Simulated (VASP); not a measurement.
# V (Pm-3n) in VASP: notebook

The runs below take V through single point, relaxation of cell and atoms, with BLYP.

Program: VASP 6.6.1. These are calculated values, not measurements. Logs are shortened: lines on timing, memory, paths and dates and some standing lists are left out, and cuts for length are marked.

## (1) The cell of the first run

Symmetry: Pm-3n, No. 223, cubic system. Conventional cell: a = 4.833 Å, b = 4.833 Å, c = 4.833 Å, α = 90.00°, β = 90.00°, γ = 90.00°. Within 3.6 Å of V (site symmetry m-3) lie 12 V at 2.70 Å. Within 3.2 Å of V (site symmetry -4m2) lie 14 V at 2.42 to 2.96 Å.

## (2) Single point, BLYP

The input, INCAR:

```
SYSTEM = V
AGGAC    = 1.0          
AGGAX    = 1.0          
ALDAC    = 0.0          
ALDAX    = 1.0          
ALGO     = Normal         ! electronic algorithm
EDIFF    = 1E-6           ! SCF threshold, eV
ENCUT    = 520            ! plane-wave cutoff, eV
GGA      = B5             ! functional
ISIF     = 2              ! what is computed and relaxed
ISMEAR   = -1             ! smearing method
LASPH    = .TRUE.         ! aspherical terms in the spheres
LCHARG   = .FALSE.        ! write CHGCAR
LREAL    = .FALSE.        ! projectors in reciprocal space
LWAVE    = .FALSE.        ! write WAVECAR
NBANDS   = 62             ! bands
NELM     = 80             ! most SCF steps
PREC     = Accurate       ! precision mode
SIGMA    = 0.1            ! smearing width, eV
```

The input, KPOINTS:

```
k-points
0
G
  5 5 5
  0 0 0
```

The input, POSCAR:

```
V
1.0
    4.8332960535      0.0000000000      0.0000000000
    0.0000000000      4.8332960535      0.0000000000
    0.0000000000      0.0000000000      4.8332960535
V
8
Direct
    0.0000000000      1.0000000000      0.0000000000
    0.5000000000      0.5000000000      0.5000000000
    0.2500000000      0.0000000000      0.5000000000
    0.7500000000      1.0000000000      0.5000000000
    0.5000000000      0.2500000000      1.0000000000
    0.5000000000      0.7500000000      0.0000000000
    1.0000000000      0.5000000000      0.2500000000
    1.0000000000      0.5000000000      0.7500000000
```

Potentials or basis: VASP PAW PBE potentials, release 64 (V_sv).

Started as:

```console
cat potpaw_PBE.64/V_sv/POTCAR > POTCAR
mpirun -np 1 vasp_std > vasp.out
```

OUTCAR:

```text
SYSTEM = V
   EDIFF = 1E-6
   ENCUT = 520
   GGA = B5
   ISIF = 2
   ISMEAR = -1
   LASPH = .TRUE.
   LREAL = .FALSE.
   NELM = 80
   PREC = Accurate

 ion  position               nearest neighbor table
   1  0.000  0.000  0.000-   3 2.70   4 2.70   5 2.70   6 2.70   7 2.70   8 2.70   3 2.70   4 2.70
                             7 2.70   8 2.70   5 2.70   6 2.70
   2  0.500  0.500  0.500-   3 2.70   4 2.70   5 2.70   6 2.70   7 2.70   8 2.70   5 2.70   6 2.70
                             3 2.70   4 2.70   7 2.70   8 2.70
   3  0.250  0.000  0.500-   4 2.42   4 2.42   1 2.70   1 2.70   2 2.70   2 2.70
   4  0.750  0.000  0.500-   3 2.42   3 2.42   1 2.70   1 2.70   2 2.70   2 2.70
   5  0.500  0.250  0.000-   6 2.42   6 2.42   1 2.70   2 2.70   2 2.70   1 2.70
   6  0.500  0.750  0.000-   5 2.42   5 2.42   1 2.70   2 2.70   2 2.70   1 2.70
   7  0.000  0.500  0.250-   8 2.42   8 2.42   1 2.70   2 2.70   1 2.70   2 2.70
   8  0.000  0.500  0.750-   7 2.42   7 2.42   1 2.70   2 2.70   1 2.70   2 2.70

  LATTYP: Found a simple cubic cell.
 ALAT       =     4.8332960535

  Lattice vectors:

 A1 = (   4.8332960535,   0.0000000000,   0.0000000000)
 A2 = (   0.0000000000,   4.8332960535,   0.0000000000)
 A3 = (   0.0000000000,   0.0000000000,   4.8332960535)

Analysis of symmetry for initial positions (statically):
=====================================================================
 Subroutine PRICEL returns:
 Original cell was already a primitive cell.

 Routine SETGRP: Setting up the symmetry group for a
 simple cubic supercell.

 Subroutine GETGRP returns: Found 48 space group operations
 (whereof 24 operations were pure point group operations)
 out of a pool of 48 trial point group operations.

The static configuration has the point symmetry T_h .
 The point group associated with its full space group is O_h .

Analysis of symmetry for dynamics (positions and initial velocities):
=====================================================================
 Subroutine PRICEL returns:
 Original cell was already a primitive cell.

 Routine SETGRP: Setting up the symmetry group for a
 simple cubic supercell.

 Subroutine GETGRP returns: Found 48 space group operations
 (whereof 24 operations were pure point group operations)
 out of a pool of 48 trial point group operations.

The dynamic configuration has the point symmetry T_h .
 The point group associated with its full space group is O_h .

 Subroutine INISYM returns: Found 48 space group operations
 (whereof 24 operations are pure point group operations),
 and found     1 'primitive' translations

[... 97 lines left out ...]
   ISIF   =      2    stress and relaxation
   ISYM   =      2    0-nonsym 1-usesym 2-fastsym
   POTIM  = 0.5000    time-step for ionic-motion
   TEBEG  =    0.0;   TEEND  =   0.0 temperature during run
   PSTRESS=    0.0 pullay stress
   NELECT =     104.0000    total number of electrons
   NUPDOWN=      -1.0000    fix difference up-down
   EMIN   =  10.00;   EMAX   =-10.00  energy-range for DOS
   EFERMI =   0.00;   METHOD = LEGACY
   ISMEAR =    -1;   SIGMA  =   0.10  broadening in eV -4-tet -1-fermi 0-gaus
   EFERMI_NEDOS =   21; number of points for ismear=-14 and -15
   IALGO  =     38    algorithm
   IMIX   =      4    mixing-type and parameters
     AMIX     =   0.40;   BMIX     =  1.00
     AMIX_MAG =   1.60;   BMIX_MAG =  1.00
  volume/ion in A,a.u.               =      14.11        95.24
  Fermi-wavevector in a.u.,A,eV,Ry     =   1.592854  3.010057 34.520468  2.537183
  Thomas-Fermi vector in A             =   2.691174
   LORBIT       =      0    0 simple, 1 ext, 2 COOP (PROOUT), +10 PAW based schemes
   GGA     = B5    functional components
   LHFCALC =     F    Hartree Fock is set to
   AEXX    =    0.0000 exact exchange contribution
   IVDW    =     0    specifies the selected vdW correction
   LEPSILON=     F    determine dielectric tensor
   LRPA    =     F    only Hartree local field effects (RPA)
 non-spin polarized calculation
  energy-cutoff  :      520.00
  volume of cell :      112.91
 maximum number of plane-waves:      3060
 NGX is ok and might be reduce to    36
   NGX = 17   NGY = 17   NGZ = 17

 number of electron     103.9999875 magnetization

 Free energy of the ion-electron system (eV)
  ---------------------------------------------------
  ext. energy  EPLUGINS =         0.00000000
  ---------------------------------------------------
  free energy    TOTEN  =       -62.53577090 eV

  energy without entropy =      -62.13451309  energy(sigma->0) =      -62.33514199

 E-fermi :   9.6195     XC(G=0): -12.1014

 val. band max:        9.6115874194   @ k =   0.2000   0.0000   0.0000
 cond. band min:       9.6453688485   @ k =   0.4000   0.4000   0.0000
 fundamental gap:      0.0337814291
 Fermi energy:         9.6195418163

 k-point     1 :       0.0000    0.0000    0.0000
  band No.  band energies     occupation
      1     -53.9814      2.00000
      2     -53.8641      2.00000
      3     -53.8641      2.00000
      4     -53.8427      2.00000
      5     -53.7795      2.00000
      6     -53.6992      2.00000
[... 639 lines left out ...]
     61      11.7420      0.00000
     62      11.7435      0.00000

------------------------ aborting loop because EDIFF is reached ----------------------------------------

  FORCE on cell =-STRESS in cart. coord.  units (eV):
  Direction    XX          YY          ZZ          XY          YZ          ZX
  --------------------------------------------------------------------------------------
  -------------------------------------------------------------------------------------
  Total        0.2150272      0.2150272      0.2150272      0.0000000      0.0000000      0.0000000
  in kB        3.0512217      3.0512217      3.0512217      0.0000000      0.0000000      0.0000000
  external PRESSURE =       3.0512217 kB  Pullay stress =       0.0000000 kB

 VOLUME and BASIS-vectors are now :
 -----------------------------------------------------------------------------
  energy-cutoff  :      520.00
  volume of cell :      112.91
      direct lattice vectors                 reciprocal lattice vectors
     4.833296053  0.000000000  0.000000000     0.206898148  0.000000000  0.000000000
     0.000000000  4.833296053  0.000000000     0.000000000  0.206898148  0.000000000
     0.000000000  0.000000000  4.833296053     0.000000000  0.000000000  0.206898148

 POSITION                                       TOTAL-FORCE (eV/Angst)
 -----------------------------------------------------------------------------------
      0.00000      0.00000      0.00000         0.000000     -0.000000      0.000000
      2.41665      2.41665      2.41665         0.000000     -0.000000      0.000000
      1.20832      0.00000      2.41665        -0.000000     -0.000000     -0.000000
      3.62497      0.00000      2.41665         0.000000      0.000000      0.000000
      2.41665      1.20832      0.00000        -0.000000      0.000000      0.000000
      2.41665      3.62497      0.00000         0.000000     -0.000000     -0.000000
      0.00000      2.41665      1.20832        -0.000000      0.000000      0.000000
      0.00000      2.41665      3.62497        -0.000000      0.000000     -0.000000
 -----------------------------------------------------------------------------------
    total drift:                                0.000000      0.000000     -0.000000

  FREE ENERGIE OF THE ION-ELECTRON SYSTEM (eV)
  ---------------------------------------------------
  free  energy   TOTEN  =       -62.5357709023 eV

  energy  without entropy=      -62.1345130860  energy(sigma->0) =      -62.33514199
```

stdout:

```text
POSCAR found type information on POSCAR V
 POSCAR found :  1 types and       8 ions
 scaLAPACK will be used
 -----------------------------------------------------------------------------
|                                                                             |
|                                                                             |
|     You enforced a specific xc type in the INCAR file but a different       |
|     I HOPE YOU KNOW WHAT YOU ARE DOING!                                     |
|                                                                             |
 -----------------------------------------------------------------------------

 LDA part: xc-table for (Slater(with rela. corr.)+VWN5), standard interpolation
 POSCAR, INCAR and KPOINTS ok, starting setup
 FFT: planning ... GRIDC
 FFT: planning ... GRID_SOFT
 FFT: planning ... GRID
 WAVECAR not read
 entering main loop
```

Wall time 84 s (1 thread of AMD EPYC 9R45 (Zen 5), shared host); peak memory 0.19 GiB.

What came out:

```
Free energy            : -62.5358 eV
Pressure               : 0.3 GPa
Band gap on the k mesh : zero (band 52 reaches 9.57 eV, above the bottom of band 53 at 9.47 eV)
```

Levels at points of the mesh, in eV from the Fermi level:
```csv
k point,band 49,band 50,band 51,band 52,band 53,band 54,band 55,band 56
"(0.00, 0.00, 0.00)",-0.58,-0.53,-0.53,-0.53,-0.03,-0.03,0.58,0.58
```

Caveat: the PAW data sets were made with another functional, which shifts forces and pressure a little.

## (3) Single point, BLYP

The input, INCAR:

```
  PREC = Accurate
  ENCUT = 520
  EDIFF = 1E-6
  ISMEAR = -1
  SIGMA = 0.1
  LREAL = F
  LASPH = T
  NELM = 60
  ALGO = Normal
  ISIF = 2
  LWAVE = F
  LCHARG = F
  GGA = B5
  ALDAX = 1.0
  AGGAX = 1.0
  AGGAC = 1.0
  ALDAC = 0.0
  NBANDS = 62
```

The input, KPOINTS:

```
Automatic mesh
0
Gamma
  7 7 7
```

POSCAR is that of step 2.

Potentials or basis: VASP PAW PBE potentials, release 64 (V_sv).

Started as:

```console
cat potpaw_PBE.64/V_sv/POTCAR > POTCAR
mpirun -np 1 vasp_std > vasp.out
```

OUTCAR:

```text
PREC = Accurate
   ENCUT = 520
   EDIFF = 1E-6
   ISMEAR = -1
   LREAL = F
   LASPH = T
   NELM = 60
   ISIF = 2
   GGA = B5

 ion  position               nearest neighbor table
   1  0.000  0.000  0.000-   3 2.70   4 2.70   5 2.70   6 2.70   7 2.70   8 2.70   3 2.70   4 2.70
                             7 2.70   8 2.70   5 2.70   6 2.70
   2  0.500  0.500  0.500-   3 2.70   4 2.70   5 2.70   6 2.70   7 2.70   8 2.70   5 2.70   6 2.70
                             3 2.70   4 2.70   7 2.70   8 2.70
   3  0.250  0.000  0.500-   4 2.42   4 2.42   1 2.70   1 2.70   2 2.70   2 2.70
[... 1511 lines left out ...]
  Total        0.2425789      0.2425789      0.2425789      0.0000000     -0.0000000     -0.0000000
  in kB        3.4421788      3.4421788      3.4421788      0.0000000     -0.0000000     -0.0000000
  external PRESSURE =       3.4421788 kB  Pullay stress =       0.0000000 kB

 VOLUME and BASIS-vectors are now :
 -----------------------------------------------------------------------------
  energy-cutoff  :      520.00
  volume of cell :      112.91
      direct lattice vectors                 reciprocal lattice vectors
     4.833296053  0.000000000  0.000000000     0.206898148  0.000000000  0.000000000
     0.000000000  4.833296053  0.000000000     0.000000000  0.206898148  0.000000000
     0.000000000  0.000000000  4.833296053     0.000000000  0.000000000  0.206898148

 POSITION                                       TOTAL-FORCE (eV/Angst)
 -----------------------------------------------------------------------------------
      0.00000      0.00000      0.00000        -0.000000      0.000000      0.000000
      2.41665      2.41665      2.41665        -0.000000      0.000000      0.000000
      1.20832      0.00000      2.41665        -0.000000     -0.000000     -0.000000
      3.62497      0.00000      2.41665         0.000000     -0.000000      0.000000
      2.41665      1.20832      0.00000         0.000000      0.000000     -0.000000
      2.41665      3.62497      0.00000        -0.000000     -0.000000      0.000000
      0.00000      2.41665      1.20832         0.000000      0.000000      0.000000
      0.00000      2.41665      3.62497        -0.000000     -0.000000     -0.000000
 -----------------------------------------------------------------------------------
    total drift:                                0.000000      0.000000     -0.000000

  FREE ENERGIE OF THE ION-ELECTRON SYSTEM (eV)
  ---------------------------------------------------
  free  energy   TOTEN  =       -62.5258521993 eV

  energy  without entropy=      -62.1162650437  energy(sigma->0) =      -62.32105862
```

stdout:

```text
POSCAR found type information on POSCAR V
 POSCAR found :  1 types and       8 ions
 scaLAPACK will be used
 -----------------------------------------------------------------------------
|                                                                             |
|                                                                             |
|     You enforced a specific xc type in the INCAR file but a different       |
|     I HOPE YOU KNOW WHAT YOU ARE DOING!                                     |
|                                                                             |
 -----------------------------------------------------------------------------

 LDA part: xc-table for (Slater(with rela. corr.)+VWN5), standard interpolation
 POSCAR, INCAR and KPOINTS ok, starting setup
 FFT: planning ... GRIDC
 FFT: planning ... GRID_SOFT
 FFT: planning ... GRID
 WAVECAR not read
 entering main loop
```

Run time: 2.1 min. Hardware: 1 thread of AMD EPYC 9R45 (Zen 5), shared host; peak memory 0.22 GiB.

Results:

```yaml
Free_energy: -62.5259 eV
Pressure: 0.3 GPa
Band_gap_on_the_k_mesh: zero (band 52 reaches 9.65 eV, above the bottom of band 53 at 9.39 eV)
```

Caveat: the PAW data sets were made with another functional, which shifts forces and pressure a little.

## (4) Relaxation of cell and atoms, BLYP

This run uses another cell than the first one, of 13.83 Å³/atom, 0.980 times its volume.

The input, INCAR:

```
AGGAC    = 1.0          
AGGAX    = 1.0          
ALDAC    = 0.0          
ALDAX    = 1.0          
ALGO     = Normal         # electronic algorithm
EDIFF    = 1E-7           # SCF threshold, eV
EDIFFG   = -0.01          # ionic threshold
ENCUT    = 600            # plane-wave cutoff, eV
GGA      = B5             # functional
IBRION   = 2              # ionic algorithm
ISIF     = 3              # what is computed and relaxed
ISMEAR   = -1             # smearing method
LASPH    = True           # aspherical terms in the spheres
LCHARG   = False          # write CHGCAR
LREAL    = False          # projectors in reciprocal space
LWAVE    = False          # write WAVECAR
NELM     = 60             # most SCF steps
NSW      = 80             # ionic steps
PREC     = Accurate       # precision mode
SIGMA    = 0.1            # smearing width, eV
```

The input, KPOINTS:

```
k-points
0
Gamma
  5 5 5
```

The input, POSCAR:

```
V
1.0
    4.8003007812      0.0000000000      0.0000000000
    0.0000000000      4.8003007812      0.0000000000
    0.0000000000      0.0000000000      4.8003007812
V
8
Direct
    0.0000000000      0.0000000000      0.0000000000
    0.5000000000      0.5000000000      0.5000000000
    0.2500000000      0.0000000000      0.5000000000
    0.7500000000      0.0000000000      0.5000000000
    0.5000000000      0.2500000000      0.0000000000
    0.5000000000      0.7500000000      0.0000000000
    0.0000000000      0.5000000000      0.2500000000
    0.0000000000      0.5000000000      0.7500000000
```

Started as:

```console
cat potpaw_PBE.64/V_sv/POTCAR > POTCAR
mpirun -np 1 vasp_std > vasp.out
```

Run time: 4.7 min. Hardware: 1 thread of AMD EPYC 9R45 (Zen 5), shared host; peak memory 0.24 GiB.

It converged, with:

* Free energy: -62.5371 eV
* Relaxed volume: 14.14 Å³/atom
* Relaxed cell: a = 4.837 Å, b = 4.837 Å, c = 4.837 Å, α = 90.00°, β = 90.00°, γ = 90.00°
* Space group after relaxing (to 0.05 Å): Pm-3n (No. 223)
* Energy gained by relaxing: 3.7 meV/atom
* Ionic steps: 3
* Pressure after relaxing: -0.1 GPa
* Band gap on the k mesh: zero (band 52 reaches 9.55 eV, above the bottom of band 53 at 9.44 eV)

The path:
```csv
step,energy change (eV),largest force (eV/Å),pressure (GPa),volume (Å³)
1,0.0000,0.0000,3.88,110.61
2,0.0081,0.0000,-4.09,116.06
3,-0.0299,0.0000,-0.06,113.14
```

Final structure:
```xyz
8
Lattice="4.8366 0.0000 0.0000 0.0000 4.8366 0.0000 0.0000 0.0000 4.8366" Properties=species:S:1:pos:R:3 pbc="T T T"
V     0.0000    0.0000    0.0000
V     2.4183    2.4183    2.4183
V     1.2091    0.0000    2.4183
V     3.6274    0.0000    2.4183
V     2.4183    1.2091    0.0000
V     2.4183    3.6274    0.0000
V     0.0000    2.4183    1.2091
V     0.0000    2.4183    3.6274
```

Levels at points of the mesh, in eV from the Fermi level:
```
           k point  band 49  band 50  band 51  band 52  band 53  band 54  band 55  band 56
(0.00, 0.00, 0.00)    -0.58    -0.53    -0.53    -0.53    -0.03    -0.03     0.58     0.58
```

Caveat: the PAW data sets were made with another functional, which shifts forces and pressure a little.

## (5) Summary

```csv
task,cell,k mesh,cutoff (eV),gap on the mesh (eV),pressure (GPa)
single point,"a = 4.833 Å, 8 atoms",5 × 5 × 5,520,none,0.3
single point,"a = 4.833 Å, 8 atoms",7 × 7 × 7,520,none,0.3
relaxation of cell and atoms,"relaxed from a = 4.800 Å, 8 atoms",5 × 5 × 5,600,none,-0.1
```

Alike in all rows: level BLYP; potentials or basis VASP PAW PBE potentials, release 64 (V_sv); no spin polarisation; smearing fermi-dirac 0.1 eV.

Caveats: the PAW data sets were made with another functional, which shifts forces and pressure a little.

Total energies depend on the potentials used, so only differences within one code and one set of settings carry meaning.
